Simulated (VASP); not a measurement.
A run of VASP 6.6.1:

The input INCAR:

```
PREC = Accurate
ENCUT = 520
EDIFF = 1E-7
ISMEAR = 1
SIGMA = 0.05
LREAL = F
LASPH = T
NELM = 60
ALGO = Normal
ISIF = 2
LWAVE = F
LCHARG = T
LELF = T
LVHAR = T
NBANDS = 35
```

The input KPOINTS:

```
regular mesh
0
Gamma
  12 12 12
```

File POSCAR:

```
IrRh3
1.0
    3.7671254943      0.0000000000      0.0000000000
    0.0000000000      3.7671254943      0.0000000000
    0.0000000000      0.0000000000      3.7671254943
Ir Rh
1 3
Direct
    0.0000000000      0.0000000000      0.0000000000
    0.0000000000      0.5000000000      0.5000000000
    0.5000000000      0.0000000000      0.5000000000
    0.5000000000      0.5000000000      0.0000000000
```

Potentials or basis: VASP PAW LDA potentials, release 64 (Ir, Rh_pv).

Run with:

```console
$ cat potpaw_LDA.64/Ir/POTCAR potpaw_LDA.64/Rh_pv/POTCAR > POTCAR
$ mpirun -np 1 vasp_std > vasp.out
```

Hardware: 1 thread of Intel(R) Xeon(R) Platinum 8488C (Sapphire Rapids), with other jobs on the host.

Q: How long does it take, and how much memory?

A: It took 66 s on 1 thread of Intel(R) Xeon(R) Platinum 8488C (Sapphire Rapids) (shared host), peak memory 0.23 GiB. Counts: scf iterations 13, k points 84.
